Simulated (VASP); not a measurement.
# Bi in VASP: notebook

Runs on Bi. Level: PBEsol. Tasks: single point.

Program: VASP 6.6.1. These are calculated values, not measurements. Logs are shortened: lines on timing, memory, paths and dates and some standing lists are left out, and cuts for length are marked.

## Step 1: The cell of the first run

The typed cell holds 2 atoms: a = 3.144 Å, b = 2.918 Å, c = 5.274 Å, α = 90.00°, β = 90.01°, γ = 90.00°.

## Step 2: Single point, PBEsol

INCAR

```
  PREC = Accurate
  ENCUT = 520
  EDIFF = 1E-6
  ISMEAR = -1
  SIGMA = 0.05
  LREAL = False
  LASPH = True
  NELM = 100
  ALGO = Normal
  ISIF = 2
  LWAVE = False
  LCHARG = False
  GGA = PS
  NBANDS = 22
```

KPOINTS

```
regular mesh
0
Gamma
  8 8 4
```

POSCAR

```
Bi
1.0
    3.1438779313      0.0000000000      0.0211596412
    0.0000000000      2.9179918495      0.0000000000
   -0.0360025938      0.0000000000      5.2738073136
Bi
2
Direct
    0.7500039578      0.0000000000      0.7499980923
    0.2499960422      0.0000000000      0.2500019077
```

Potentials or basis: VASP PAW PBE potentials, release 64 (Bi_d).

On the command line:

```
> cat potpaw_PBE.64/Bi_d/POTCAR > POTCAR
> mpirun -np 1 vasp_std > vasp.out
```

OUTCAR:

```text
PREC = Accurate
   ENCUT = 520
   EDIFF = 1E-6
   ISMEAR = -1
   LREAL = False
   LASPH = True
   NELM = 100
   ISIF = 2
   GGA = PS

 ion  position               nearest neighbor table
   1  0.750  0.000  0.750-   2 3.07   2 3.07   2 3.07   2 3.07
   2  0.250  0.000  0.250-   1 3.07   1 3.07   1 3.07   1 3.07

  LATTYP: Found a simple monoclinic cell.
 ALAT       =     3.1439491372
 B/A-ratio  =     0.9281294710
 C/A-ratio  =     1.6774858533
 COS(beta)  =    -0.0000962483

  Lattice vectors:

 A1 = (   3.1438779313,   0.0000000000,   0.0211596412)
 A2 = (   0.0000000000,   2.9179918495,   0.0000000000)
 A3 = (  -0.0360025938,   0.0000000000,   5.2738073136)

Analysis of symmetry for initial positions (statically):
=====================================================================
 Subroutine PRICEL returns:
 Original cell was already a primitive cell.

 Routine SETGRP: Setting up the symmetry group for a
 simple monoclinic supercell.

 Subroutine GETGRP returns: Found  4 space group operations
 (whereof  4 operations were pure point group operations)
 out of a pool of  4 trial point group operations.

The static configuration has the point symmetry C_2h.

Analysis of symmetry for dynamics (positions and initial velocities):
=====================================================================
 Subroutine PRICEL returns:
 Original cell was already a primitive cell.

 Routine SETGRP: Setting up the symmetry group for a
 simple monoclinic supercell.

 Subroutine GETGRP returns: Found  4 space group operations
 (whereof  4 operations were pure point group operations)
 out of a pool of  4 trial point group operations.

The dynamic configuration has the point symmetry C_2h.

 Subroutine INISYM returns: Found  4 space group operations
 (whereof  4 operations are pure point group operations),
 and found     1 'primitive' translations

----------------------------------------------------------------------------------------

                                     Primitive cell

  volume of cell :      48.3831

  direct lattice vectors                    reciprocal lattice vectors
     3.143877931  0.000000000  0.021159641     0.318063894  0.000000000  0.002171320
     0.000000000  2.917991849  0.000000000     0.000000000  0.342701437  0.000000000
    -0.036002594  0.000000000  5.273807314    -0.001276140  0.000000000  0.189607620

[... 77 lines left out ...]
   ISPIN  =      1    spin polarized calculation?
   LNONCOLLINEAR =      F non collinear calculations
   LSORBIT =      F    spin-orbit coupling
   LASPH  =      T    aspherical Exc in radial PAW
   ENCUT  =  520.0 eV  38.22 Ry    6.18 a.u.   5.85  5.43  9.81*2*pi/ulx,y,z
   NELM   =    100;   NELMIN=  2; NELMDL= -5     # of ELM steps
   EDIFF  = 0.1E-05   stopping-criterion for ELM
   LREAL  =      F    real-space projection
   EDIFFG = 0.1E-04   stopping-criterion for IOM
   NSW    =      0    number of steps for IOM
   IBRION =     -1    ionic relax: 0-MD 1-quasi-New 2-CG
   NFREE  =      0    steps in history (QN), initial steepest desc. (CG)
   ISIF   =      2    stress and relaxation
   ISYM   =      2    0-nonsym 1-usesym 2-fastsym
   POTIM  = 0.5000    time-step for ionic-motion
   TEBEG  =    0.0;   TEEND  =   0.0 temperature during run
   PSTRESS=    0.0 pullay stress
   NELECT =      30.0000    total number of electrons
   NUPDOWN=      -1.0000    fix difference up-down
   EMIN   =  10.00;   EMAX   =-10.00  energy-range for DOS
   EFERMI =   0.00;   METHOD = LEGACY
   ISMEAR =    -1;   SIGMA  =   0.05  broadening in eV -4-tet -1-fermi 0-gaus
   EFERMI_NEDOS =   21; number of points for ismear=-14 and -15
   IALGO  =     38    algorithm
   IMIX   =      4    mixing-type and parameters
     AMIX     =   0.40;   BMIX     =  1.00
     AMIX_MAG =   1.60;   BMIX_MAG =  1.00
  volume/ion in A,a.u.               =      24.19       163.25
  Fermi-wavevector in a.u.,A,eV,Ry     =   1.395995  2.638048 26.515070  1.948803
  Thomas-Fermi vector in A             =   2.519393
   LORBIT       =      0    0 simple, 1 ext, 2 COOP (PROOUT), +10 PAW based schemes
   GGA     = PS    functional components
   LHFCALC =     F    Hartree Fock is set to
   AEXX    =    0.0000 exact exchange contribution
   IVDW    =     0    specifies the selected vdW correction
   LEPSILON=     F    determine dielectric tensor
   LRPA    =     F    only Hartree local field effects (RPA)
 non-spin polarized calculation
  energy-cutoff  :      520.00
  volume of cell :       48.38
 maximum number of plane-waves:      1326
   NGX = 11   NGY = 11   NGZ = 19

 number of electron      30.0000002 magnetization

 Free energy of the ion-electron system (eV)
  ---------------------------------------------------
  ext. energy  EPLUGINS =         0.00000000
  ---------------------------------------------------
  free energy    TOTEN  =        -7.41055104 eV

  energy without entropy =       -7.40481667  energy(sigma->0) =       -7.40768386

 E-fermi :  11.3988     XC(G=0): -11.6323

 val. band max:       11.3593205986   @ k =   0.5000   0.1250   0.2500
 cond. band min:      11.4051012615   @ k =   0.0000   0.2500   0.5000
 fundamental gap:      0.0457806629
 Fermi energy:        11.3987608899

 k-point     1 :       0.0000    0.0000    0.0000
  band No.  band energies     occupation
      1     -12.4384      2.00000
      2     -12.3010      2.00000
      3     -12.0363      2.00000
      4     -11.9954      2.00000
      5     -11.9502      2.00000
      6     -11.7880      2.00000
[... 589 lines left out ...]
     21      16.7217      0.00000
     22      18.1938      0.00000

 [... further k-points ...]

------------------------ aborting loop because EDIFF is reached ----------------------------------------

  FORCE on cell =-STRESS in cart. coord.  units (eV):
  Direction    XX          YY          ZZ          XY          YZ          ZX
  --------------------------------------------------------------------------------------
  -------------------------------------------------------------------------------------
  Total        9.0219368      9.0172345      9.0208042      0.0000000      0.0000000      0.0010646
  in kB      298.7558397    298.6001236    298.7183340      0.0000000      0.0000000      0.0352544
  external PRESSURE =     298.6914324 kB  Pullay stress =       0.0000000 kB

 VOLUME and BASIS-vectors are now :
 -----------------------------------------------------------------------------
  energy-cutoff  :      520.00
  volume of cell :       48.38
      direct lattice vectors                 reciprocal lattice vectors
     3.143877931  0.000000000  0.021159641     0.318063894  0.000000000  0.002171320
     0.000000000  2.917991849  0.000000000     0.000000000  0.342701437  0.000000000
    -0.036002594  0.000000000  5.273807314    -0.001276140  0.000000000  0.189607620

 POSITION                                       TOTAL-FORCE (eV/Angst)
 -----------------------------------------------------------------------------------
      2.33092      0.00000      3.97122        -0.000033      0.000000      0.000185
      0.77696      0.00000      1.32375         0.000033      0.000000     -0.000185
 -----------------------------------------------------------------------------------
    total drift:                                0.000000     -0.000000      0.000000

  FREE ENERGIE OF THE ION-ELECTRON SYSTEM (eV)
  ---------------------------------------------------
  free  energy   TOTEN  =        -7.4105510387 eV

  energy  without entropy=       -7.4048166722  energy(sigma->0) =       -7.40768386
```

stdout:

```text
POSCAR found type information on POSCAR Bi
 POSCAR found :  1 types and       2 ions
 scaLAPACK will be used
 -----------------------------------------------------------------------------
|                                                                             |
|                                                                             |
|     You enforced a specific xc type in the INCAR file but a different       |
|     I HOPE YOU KNOW WHAT YOU ARE DOING!                                     |
|                                                                             |
 -----------------------------------------------------------------------------

 LDA part: xc-table for (Slater+PW92), standard interpolation
 POSCAR, INCAR and KPOINTS ok, starting setup
 FFT: planning ... GRIDC
 FFT: planning ... GRID_SOFT
 FFT: planning ... GRID
 WAVECAR not read
 entering main loop
```

Run time: 80 s. Hardware: 1 thread of Intel Xeon Platinum 8259CL at 2.50GHz (Skylake/Cascade Lake), shared host; peak memory 0.2 GiB.

What came out:

| Property | Result |
| --- | --- |
| Free energy | -7.4106 eV |
| Pressure | 29.9 GPa |
| Band gap on the k mesh | zero (bands 15 and 16 overlap by 7.73 eV) |

Caveat: the cell stands under pressure; the PAW data sets were made with another functional, which shifts forces and pressure a little; spin-orbit coupling is left out, which moves the levels of the heavy elements.

## Step 3: Single point, PBEsol

This run uses another cell than the first one, of 25.78 Å³/atom.

INCAR

```
SYSTEM = Bi
PREC = Accurate ; ENCUT = 520
EDIFF = 1E-6 ; ISMEAR = -1
SIGMA = 0.05 ; LREAL = .False.
LASPH = .True. ; NELM = 60
ALGO = Normal ; ISIF = 2
LWAVE = .False. ; LCHARG = .True.
GGA = PS ; LELF = .True.
LVHAR = .True. ; NBANDS = 22
```

KPOINTS

```
Automatic mesh
0
Gamma
  8 8 4
  0 0 0
```

POSCAR

```
Bi
1.0
    3.1846329959      0.0000000000      0.0213773900
    0.0000000000      2.9827072817      0.0000000000
   -0.0365818332      0.0000000000      5.4270070073
Bi
2
Direct
    0.7499349783      0.0000000000      0.7499971331
    0.2500650217      0.0000000000      0.2500028669
```

Potentials or basis: VASP PAW PBE potentials, release 64 (Bi_d).

On the command line:

```
> cat potpaw_PBE.64/Bi_d/POTCAR > POTCAR
> mpirun -np 1 vasp_std > vasp.out
```

It took 65 s on 1 thread of Intel Xeon Platinum 8259CL at 2.50GHz (Skylake/Cascade Lake), shared host; peak memory 0.21 GiB.

The run converged. Its results:

* Free energy: -7.8998 eV
* Pressure: 19.9 GPa
* Band gap on the k mesh: zero (bands 15 and 16 overlap by 7.26 eV)

Levels at points of the mesh, in eV from the Fermi level:
| k point | band 13 | band 14 | band 15 | band 16 | band 17 | band 18 |
| --- | --- | --- | --- | --- | --- | --- |
| (0.00, 0.00, 0.00) | -6.75 | 1.28 | 3.49 | 5.33 | 5.58 | 5.90 |
| (0.50, 0.00, 0.00) | -4.69 | -4.69 | -2.33 | -2.33 | 7.20 | 7.20 |
| (0.00, 0.50, 0.00) | -7.04 | -4.27 | -3.64 | 2.28 | 3.92 | 8.40 |
| (0.50, 0.50, 0.00) | -3.86 | -3.85 | -2.04 | -2.04 | 0.35 | 0.35 |
| (0.00, 0.00, 0.50) | -1.34 | -1.34 | 2.87 | 2.87 | 4.98 | 4.98 |
| (0.50, 0.00, 0.50) | -6.79 | -6.79 | 1.64 | 1.65 | 6.26 | 6.27 |
| (0.00, 0.50, 0.50) | -5.74 | -5.74 | 1.52 | 1.53 | 5.70 | 5.70 |
| (0.50, 0.50, 0.50) | -4.31 | -4.31 | -3.77 | -3.77 | 2.19 | 2.19 |

Caveat: the cell stands under pressure; the PAW data sets were made with another functional, which shifts forces and pressure a little; spin-orbit coupling is left out, which moves the levels of the heavy elements.

## Step 4: Single point, PBEsol

This run uses another cell than the first one, of 28.03 Å³/atom.

INCAR

```
SYSTEM = Bi
ALGO = Normal
EDIFF = 1E-6
ENCUT = 520
GGA = PS
ISIF = 2
ISMEAR = -1
LASPH = .True.
LCHARG = .False.
LREAL = .False.
LWAVE = .False.
NBANDS = 22
NELM = 100
PREC = Accurate
SIGMA = 0.05
```

KPOINTS

```
k-points
0
Gamma
  8 8 4
  0 0 0
```

POSCAR

```
Bi
1.0
    3.2558165866      0.0000000000      0.0218795693
    0.0000000000      3.0753417860      0.0000000000
   -0.0373510703      0.0000000000      5.5992360370
Bi
2
Direct
    0.7500093920      0.0000000000      0.7499989786
    0.2499906080      0.0000000000      0.2500010214
```

On the command line:

```
> cat potpaw_PBE.64/Bi_d/POTCAR > POTCAR
> mpirun -np 1 vasp_std > vasp.out
```

It took 67 s on 1 thread of Intel Xeon Platinum 8259CL at 2.50GHz (Skylake/Cascade Lake), shared host; peak memory 0.21 GiB.

Results (log left out):

| Item | Value |
| --- | --- |
| Free energy | -8.3128 eV |
| Pressure | 9.9 GPa |
| Band gap on the k mesh | zero (bands 15 and 16 overlap by 6.61 eV) |

Levels at points of the mesh, in eV from the Fermi level:
```
           k point  band 11  band 12  band 13  band 14  band 15  band 16  band 17  band 18  band 19  band 20
(0.00, 0.00, 0.00)   -14.67   -11.26    -6.18     1.38     3.20     4.97     5.07     5.83     6.61     7.47
(0.50, 0.00, 0.00)   -11.56   -11.56    -4.40    -4.40    -2.08    -2.08     6.51     6.51     9.91     9.91
(0.00, 0.50, 0.00)   -12.14    -8.70    -6.42    -3.96    -3.35     2.40     3.69     7.61     7.72     8.56
(0.50, 0.50, 0.00)    -9.04    -9.04    -3.48    -3.48    -2.06    -2.06     0.31     0.31     3.74     3.74
(0.00, 0.00, 0.50)   -13.48   -13.48    -1.38    -1.38     2.80     2.80     4.52     4.52     6.71     6.71
(0.50, 0.00, 0.50)   -11.32   -11.32    -6.20    -6.20     1.52     1.53     5.97     5.97     6.55     6.55
(0.00, 0.50, 0.50)   -10.98   -10.98    -5.24    -5.24     1.12     1.12     5.25     5.25     6.18     6.18
(0.50, 0.50, 0.50)    -8.77    -8.77    -3.97    -3.97    -3.40    -3.40     2.36     2.36     3.85     3.85
```

Caveat: the cell stands under pressure; the PAW data sets were made with another functional, which shifts forces and pressure a little; spin-orbit coupling is left out, which moves the levels of the heavy elements.

## Step 5: Summary

```tsv
cell	gap on the mesh (eV)	pressure (GPa)
a = 3.144, b = 2.918, c = 5.274 Å, 2 atoms	none	29.9
a = 3.185, b = 2.983, c = 5.427 Å, 2 atoms	none	19.9
a = 3.256, b = 3.075, c = 5.599 Å, 2 atoms	none	9.9
```

Alike in all rows: task single point; level PBEsol; potentials or basis VASP PAW PBE potentials, release 64 (Bi_d); no spin polarisation; k mesh 8 × 8 × 4; cutoff (eV) 520; smearing fermi-dirac 0.05 eV.

Caveats: the cell stands under pressure; the PAW data sets were made with another functional, which shifts forces and pressure a little; spin-orbit coupling is left out, which moves the levels of the heavy elements.

Absolute energies hang on the potentials; compare differences alone.
